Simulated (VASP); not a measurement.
# ZrC (Pm-3m) in VASP: a series of runs

The runs below take ZrC through relaxation of cell and atoms, single point, with PBE.

All numbers are computed with VASP 6.6.1; they aren't measurements. Logs are shortened: lines on timing, memory, paths and dates and some standing lists are left out, and cuts for length are marked.

## 1. The cell of the first run

It takes space group Pm-3m (No. 221, cubic). Conventional cell: a = 3.085 Å, b = 3.085 Å, c = 3.085 Å, α = 90.00°, β = 90.00°, γ = 90.00°. Zr (site symmetry m-3m) has 8 C at 2.67 Å and 6 Zr at 3.08 Å within 3.5 Å. C (site symmetry m-3m) has 8 Zr at 2.67 Å and 6 C at 3.08 Å within 3.5 Å.

## 2. Relaxation of cell and atoms, PBE

The input, INCAR:

```
ALGO     = Normal         # electronic algorithm
EDIFF    = 1E-6           # SCF threshold, eV
EDIFFG   = -0.04          # ionic threshold
ENCUT    = 600            # plane-wave cutoff, eV
GGA      = PE             # functional
IBRION   = 2              # ionic algorithm
ISIF     = 3              # what is computed and relaxed
ISMEAR   = 0              # smearing method
LASPH    = True           # aspherical terms in the spheres
LCHARG   = False          # write CHGCAR
LREAL    = False          # projectors in reciprocal space
LWAVE    = False          # write WAVECAR
NELM     = 100            # most SCF steps
NSW      = 90             # ionic steps
PREC     = Accurate       # precision mode
SIGMA    = 0.1            # smearing width, eV
```

The input, KPOINTS:

```
k-points
0
Gamma
  6 6 6
```

The input, POSCAR:

```
ZrC
1.0
    3.0846412000      0.0000000000      0.0000000000
    0.0000000000      3.0846412000      0.0000000000
    0.0000000000      0.0000000000      3.0846412000
Zr C
1 1
Direct
    0.5000000000      0.5000000000      0.5000000000
    0.0000000000      0.0000000000      0.0000000000
```

Potentials or basis: VASP PAW PBE potentials, release 64 (Zr_sv, C).

Command:

```bash
$ cat potpaw_PBE.64/Zr_sv/POTCAR potpaw_PBE.64/C/POTCAR > POTCAR
$ mpirun -np 1 vasp_std > vasp.out
```

OUTCAR:

```text
EDIFF = 1E-6
   EDIFFG = -0.04
   ENCUT = 600
   GGA = PE
   IBRION = 2
   ISIF = 3
   ISMEAR = 0
   LASPH = True
   LREAL = False
   NELM = 100
   NSW = 90
   PREC = Accurate

 ion  position               nearest neighbor table
   1  0.500  0.500  0.500-   2 2.67   2 2.67   2 2.67   2 2.67   2 2.67   2 2.67   2 2.67   2 2.67

   2  0.000  0.000  0.000-   1 2.67   1 2.67   1 2.67   1 2.67   1 2.67   1 2.67   1 2.67   1 2.67

  LATTYP: Found a simple cubic cell.
 ALAT       =     3.0846412000

  Lattice vectors:

 A1 = (   3.0846412000,   0.0000000000,   0.0000000000)
 A2 = (   0.0000000000,   3.0846412000,   0.0000000000)
 A3 = (   0.0000000000,   0.0000000000,   3.0846412000)

Analysis of symmetry for initial positions (statically):
=====================================================================
 Subroutine PRICEL returns:
 Original cell was already a primitive cell.

 Routine SETGRP: Setting up the symmetry group for a
 simple cubic supercell.

 Subroutine GETGRP returns: Found 48 space group operations
 (whereof 48 operations were pure point group operations)
 out of a pool of 48 trial point group operations.

The static configuration has the point symmetry O_h .

Analysis of symmetry for dynamics (positions and initial velocities):
=====================================================================
 Subroutine PRICEL returns:
 Original cell was already a primitive cell.

 Routine SETGRP: Setting up the symmetry group for a
 simple cubic supercell.

 Subroutine GETGRP returns: Found 48 space group operations
 (whereof 48 operations were pure point group operations)
 out of a pool of 48 trial point group operations.

The dynamic configuration has the point symmetry O_h .

 Subroutine INISYM returns: Found 48 space group operations
 (whereof 48 operations are pure point group operations),
 and found     1 'primitive' translations

----------------------------------------------------------------------------------------

                                     Primitive cell

  volume of cell :      29.3504

  direct lattice vectors                    reciprocal lattice vectors
     3.084641200  0.000000000  0.000000000     0.324186813  0.000000000  0.000000000
     0.000000000  3.084641200  0.000000000     0.000000000  0.324186813  0.000000000
     0.000000000  0.000000000  3.084641200     0.000000000  0.000000000  0.324186813

  length of vectors
     3.084641200  3.084641200  3.084641200     0.324186813  0.324186813  0.324186813

  position of ions in fractional coordinates (direct lattice)
     0.500000000  0.500000000  0.500000000
     0.000000000  0.000000000  0.000000000

  ion indices of the primitive-cell ions
   primitive index   ion index
                 1           1
                 2           2

----------------------------------------------------------------------------------------

 KPOINTS: k-points

Automatic generation of k-mesh.
 Grid dimensions read from file:
 generate k-points for:    6    6    6

 Generating k-lattice:

  Cartesian coordinates                     Fractional coordinates (reciprocal lattice)
     0.054031136  0.000000000  0.000000000     0.166666667  0.000000000  0.000000000
     0.000000000  0.054031136  0.000000000     0.000000000  0.166666667  0.000000000
     0.000000000  0.000000000  0.054031136     0.000000000  0.000000000  0.166666667

  Length of vectors
     0.054031136  0.054031136  0.054031136

  Shift w.r.t. Gamma in fractional coordinates (k-lattice)
     0.000000000  0.000000000  0.000000000

 Subroutine IBZKPT returns following result:
 ===========================================

 Found     20 irreducible k-points:

 Following reciprocal coordinates:
            Coordinates               Weight
  0.000000  0.000000  0.000000      1.000000
  0.166667  0.000000  0.000000      6.000000
  0.333333  0.000000  0.000000      6.000000
  0.500000  0.000000  0.000000      3.000000
  0.166667  0.166667  0.000000     12.000000
  0.333333  0.166667  0.000000     24.000000
[... 12 lines left out ...]
  0.500000  0.500000  0.333333      6.000000
  0.500000  0.500000  0.500000      1.000000
   k-points           NKPTS =     20   k-points in BZ     NKDIM =     20   number of bands    NBANDS=     12
   number of dos      NEDOS =    301   number of ions     NIONS =      2
   total plane-waves  NPLWV =  21952
   dimension x,y,z NGX =    28 NGY =   28 NGZ =   28
   dimension x,y,z NGXF=    56 NGYF=   56 NGZF=   56
   ions per type =               1   1
   NGX,Y,Z   is equivalent  to a cutoff of  15.09, 15.09, 15.09 a.u.
   NGXF,Y,Z  is equivalent  to a cutoff of  30.18, 30.18, 30.18 a.u.
 SYSTEM =  unknown system
   PREC   = accura    normal or accurate (medium, high low for compatibility)
   ISTART =      0    job   : 0-new  1-cont  2-samecut
   ICHARG =      2    charge: 1-file 2-atom 10-const
   ISPIN  =      1    spin polarized calculation?
   LNONCOLLINEAR =      F non collinear calculations
   LSORBIT =      F    spin-orbit coupling
   LASPH  =      T    aspherical Exc in radial PAW
   ENCUT  =  600.0 eV  44.10 Ry    6.64 a.u.   6.16  6.16  6.16*2*pi/ulx,y,z
   NELM   =    100;   NELMIN=  2; NELMDL= -5     # of ELM steps
   EDIFF  = 0.1E-05   stopping-criterion for ELM
   LREAL  =      F    real-space projection
   EDIFFG = -.4E-01   stopping-criterion for IOM
   NSW    =     90    number of steps for IOM
   IBRION =      2    ionic relax: 0-MD 1-quasi-New 2-CG
   NFREE  =      1    steps in history (QN), initial steepest desc. (CG)
   ISIF   =      3    stress and relaxation
   ISYM   =      2    0-nonsym 1-usesym 2-fastsym
   POTIM  = 0.5000    time-step for ionic-motion
   TEBEG  =    0.0;   TEEND  =   0.0 temperature during run
   PSTRESS=    0.0 pullay stress
   NELECT =      16.0000    total number of electrons
   NUPDOWN=      -1.0000    fix difference up-down
   EMIN   =  10.00;   EMAX   =-10.00  energy-range for DOS
   EFERMI =   0.00;   METHOD = LEGACY
   ISMEAR =     0;   SIGMA  =   0.10  broadening in eV -4-tet -1-fermi 0-gaus
   EFERMI_NEDOS =   21; number of points for ismear=-14 and -15
   IALGO  =     38    algorithm
   IMIX   =      4    mixing-type and parameters
     AMIX     =   0.40;   BMIX     =  1.00
     AMIX_MAG =   1.60;   BMIX_MAG =  1.00
  volume/ion in A,a.u.               =      14.68        99.03
  Fermi-wavevector in a.u.,A,eV,Ry     =   1.337345  2.527216 24.333911  1.788492
  Thomas-Fermi vector in A             =   2.465901
   LORBIT       =      0    0 simple, 1 ext, 2 COOP (PROOUT), +10 PAW based schemes
   GGA     = PE    functional components
   LHFCALC =     F    Hartree Fock is set to
   AEXX    =    0.0000 exact exchange contribution
   IVDW    =     0    specifies the selected vdW correction
   LEPSILON=     F    determine dielectric tensor
   LRPA    =     F    only Hartree local field effects (RPA)
 conjugate gradient relaxation of ions
 non-spin polarized calculation
 Gauss-broadening in eV      SIGMA  =   0.10
  energy-cutoff  :      600.00
  volume of cell :       29.35
 maximum number of plane-waves:      1000
 NGX is ok and might be reduce to    28
   NGX = 13   NGY = 13   NGZ = 13

--------------------------------------- Ionic step        1  -------------------------------------------

 number of electron      16.0000000 magnetization

 Free energy of the ion-electron system (eV)
  ---------------------------------------------------
  ext. energy  EPLUGINS =         0.00000000
  ---------------------------------------------------
  free energy    TOTEN  =       -16.65762048 eV

  energy without entropy =      -16.64426110  energy(sigma->0) =      -16.65094079

 E-fermi :   8.5199     XC(G=0): -11.6356

 val. band max:        8.4633592347   @ k =   0.5000   0.3333   0.1667
 cond. band min:       8.5623227489   @ k =   0.5000   0.3333   0.0000
 fundamental gap:      0.0989635142
 Fermi energy:         8.5199189851

 k-point     1 :       0.0000    0.0000    0.0000
  band No.  band energies     occupation
      1     -40.4930      2.00000
      2     -18.1325      2.00000
      3     -18.1325      2.00000
      4     -18.1325      2.00000
      5      -2.5668      2.00000
      6       7.0058      2.00000
      7       7.0058      2.00000
      8       9.5263      0.00000
      9       9.5263      0.00000
     10       9.5263      0.00000
     11      12.8379      0.00000
     12      12.8379      0.00000

 k-point     2 :       0.1667    0.0000    0.0000
  band No.  band energies     occupation
      1     -40.4746      2.00000
      2     -18.3303      2.00000
      3     -18.1146      2.00000
      4     -18.1146      2.00000
      5      -2.1597      2.00000
      6       6.4540      2.00000
      7       7.1917      2.00000
      8       8.9511      0.00000
      9       8.9511      0.00000
     10       9.6407      0.00000
     11      12.9200      0.00000
     12      13.3866      0.00000
[... 353 lines left out ...]
 VOLUME and BASIS-vectors are now :
 -----------------------------------------------------------------------------
  energy-cutoff  :      600.00
  volume of cell :       25.07
      direct lattice vectors                 reciprocal lattice vectors
     2.926844043 -0.000000000 -0.000000000     0.341664942  0.000000000 -0.000000000
    -0.000000000  2.926844043 -0.000000000     0.000000000  0.341664942  0.000000000
     0.000000000 -0.000000000  2.926844043     0.000000000  0.000000000  0.341664942

 POSITION                                       TOTAL-FORCE (eV/Angst)
 -----------------------------------------------------------------------------------
      1.46342      1.46342      1.46342        -0.000000     -0.000000      0.000000
      0.00000      0.00000      0.00000         0.000000      0.000000      0.000000
 -----------------------------------------------------------------------------------
    total drift:                                0.000000      0.000000      0.000000

  FREE ENERGIE OF THE ION-ELECTRON SYSTEM (eV)
  ---------------------------------------------------
  free  energy   TOTEN  =       -17.0098685213 eV

  energy  without entropy=      -16.9986061562  energy(sigma->0) =      -17.00423734

--------------------------------------- Ionic step        4  -------------------------------------------

 number of electron      16.0000000 magnetization

 Free energy of the ion-electron system (eV)
  ---------------------------------------------------
  ext. energy  EPLUGINS =         0.00000000
  ---------------------------------------------------
  free energy    TOTEN  =       -17.01013978 eV

  energy without entropy =      -16.99880614  energy(sigma->0) =      -17.00447296

 E-fermi :  10.4727     XC(G=0): -12.4257

 val. band max:       10.4458751268   @ k =   0.5000   0.3333   0.1667
 cond. band min:      10.5048702697   @ k =   0.5000   0.1667   0.1667
 fundamental gap:      0.0589951429
 Fermi energy:        10.4727375860

 k-point     1 :       0.0000    0.0000    0.0000
  band No.  band energies     occupation
      1     -38.2262      2.00000
      2     -15.6956      2.00000
      3     -15.6956      2.00000
      4     -15.6956      2.00000
      5      -1.4135      2.00000
      6       8.4726      2.00000
      7       8.4726      2.00000
      8      11.5680      0.00000
      9      11.5680      0.00000
     10      11.5680      0.00000
     11      15.6268      0.00000
     12      15.6268      0.00000

 k-point     2 :       0.1667    0.0000    0.0000
  band No.  band energies     occupation
      1     -38.1912      2.00000
      2     -16.0356      2.00000
      3     -15.6641      2.00000
      4     -15.6641      2.00000
      5      -0.8948      2.00000
      6       8.0571      2.00000
      7       8.7019      2.00000
      8      10.8682      0.00000
      9      10.8682      0.00000
     10      11.7533      0.00000
     11      15.7362      0.00000
     12      16.2532      0.00000
[... 281 lines left out ...]
 VOLUME and BASIS-vectors are now :
 -----------------------------------------------------------------------------
  energy-cutoff  :      600.00
  volume of cell :       24.98
      direct lattice vectors                 reciprocal lattice vectors
     2.923345765 -0.000000000 -0.000000000     0.342073802  0.000000000 -0.000000000
    -0.000000000  2.923345765 -0.000000000     0.000000000  0.342073802  0.000000000
     0.000000000 -0.000000000  2.923345765     0.000000000  0.000000000  0.342073802

 POSITION                                       TOTAL-FORCE (eV/Angst)
 -----------------------------------------------------------------------------------
      1.46167      1.46167      1.46167        -0.000000     -0.000000      0.000000
      0.00000      0.00000      0.00000         0.000000      0.000000      0.000000
 -----------------------------------------------------------------------------------
    total drift:                                0.000000      0.000000      0.000000

  FREE ENERGIE OF THE ION-ELECTRON SYSTEM (eV)
  ---------------------------------------------------
  free  energy   TOTEN  =       -17.0101397838 eV

  energy  without entropy=      -16.9988061399  energy(sigma->0) =      -17.00447296

 reached required accuracy - stopping structural energy minimisation
```

Run time: 62 s. Hardware: 1 thread of AMD EPYC 7R13, shared host; peak memory 0.14 GiB.

Results:

| Item | Value |
| --- | --- |
| Free energy | -17.0101 eV |
| Relaxed volume | 12.49 Å³/atom |
| Relaxed cell | a = 2.923 Å, b = 2.923 Å, c = 2.923 Å, α = 90.00°, β = 90.00°, γ = 90.00° |
| Space group after relaxing (to 0.05 Å) | Pm-3m (No. 221) |
| Energy gained by relaxing | 176.3 meV/atom |
| Ionic steps | 4 |
| Pressure after relaxing | -0.1 GPa |
| Band gap on the k mesh | zero (band 8 reaches 11.57 eV, above the bottom of band 9 at 9.53 eV) |

The path:
```csv
step,energy change (eV),largest force (eV/Å),pressure (GPa),volume (Å³)
1,0.0000,0.0000,-22.38,29.35
2,0.0230,0.0000,38.90,21.48
3,-0.3522,0.0000,-0.81,25.07
4,-0.3525,0.0000,-0.14,24.98
```

Final structure:
```yaml
crystal:
  lattice:
    - [2.92335, 0.00000, 0.00000]
    - [0.00000, 2.92335, 0.00000]
    - [0.00000, 0.00000, 2.92335]
  atoms:
    - { symbol: Zr, position: [0.50000, 0.50000, 0.50000] }
    - { symbol: C, position: [0.00000, 0.00000, 0.00000] }
```

Levels at points of the mesh, in eV from the Fermi level:
| k point | band 6 | band 7 | band 8 | band 9 | band 10 | band 11 |
| --- | --- | --- | --- | --- | --- | --- |
| (0.00, 0.00, 0.00) | -2.00 | -2.00 | 1.10 | 1.10 | 1.10 | 5.15 |
| (0.50, 0.00, 0.00) | -5.71 | -1.13 | -1.13 | -0.94 | 5.62 | 5.97 |
| (0.50, 0.50, 0.00) | -2.28 | -2.28 | -0.68 | 1.81 | 2.57 | 2.57 |
| (0.50, 0.50, 0.50) | -5.37 | -5.37 | -5.37 | 7.59 | 7.59 | 8.53 |

## 3. Single point, PBE

This run uses another cell than the first one, of 12.47 Å³/atom, 0.849 times its volume.

The input, INCAR:

```
PREC = Accurate
ENCUT = 520
EDIFF = 1E-7
ISMEAR = 0
SIGMA = 0.1
LREAL = False
LASPH = True
NELM = 100
ALGO = Normal
ISIF = 2
LWAVE = False
LCHARG = True
GGA = PE
LELF = True
LVHAR = True
NBANDS = 15
```

The input, KPOINTS:

```
regular mesh
0
Gamma
  18 18 18
```

The input, POSCAR:

```
ZrC
1.0
    2.9213324549      0.0000000000      0.0000000000
    0.0000000000      2.9213324549      0.0000000000
    0.0000000000      0.0000000000      2.9213324549
Zr C
1 1
Direct
    0.5000000000      0.5000000000      0.5000000000
    0.0000000000      0.0000000000      0.0000000000
```

Potentials or basis: VASP PAW PBE potentials, release 64 (Zr_sv, C).

Command:

```bash
$ cat potpaw_PBE.64/Zr_sv/POTCAR potpaw_PBE.64/C/POTCAR > POTCAR
$ mpirun -np 1 vasp_std > vasp.out
```

Run time: 2.5 min. Hardware: 1 thread of AMD EPYC 7R13, shared host; peak memory 0.17 GiB.

It converged, with:

```
Free energy            : -17.0059 eV
Pressure               : 0.2 GPa
Band gap on the k mesh : zero (band 8 reaches 11.62 eV, above the bottom of band 9 at 9.51 eV)
```

Levels at points of the mesh, in eV from the Fermi level:
| k point | band 4 | band 5 | band 6 | band 7 | band 8 | band 9 | band 10 | band 11 | band 12 | band 13 |
| --- | --- | --- | --- | --- | --- | --- | --- | --- | --- | --- |
| (0.00, 0.00, 0.00) | -26.12 | -11.82 | -1.95 | -1.95 | 1.17 | 1.17 | 1.17 | 5.21 | 5.21 | 5.21 |
| (0.50, 0.00, 0.00) | -25.99 | -9.08 | -5.66 | -1.06 | -1.06 | -0.90 | 5.68 | 6.04 | 7.59 | 7.59 |
| (0.50, 0.50, 0.00) | -25.88 | -9.90 | -2.21 | -2.21 | -0.63 | 1.89 | 2.63 | 2.63 | 4.19 | 7.44 |
| (0.50, 0.50, 0.50) | -26.95 | -7.29 | -5.31 | -5.31 | -5.31 | 7.66 | 7.66 | 8.62 | 8.62 | 8.62 |

[end of part 1 of 2]
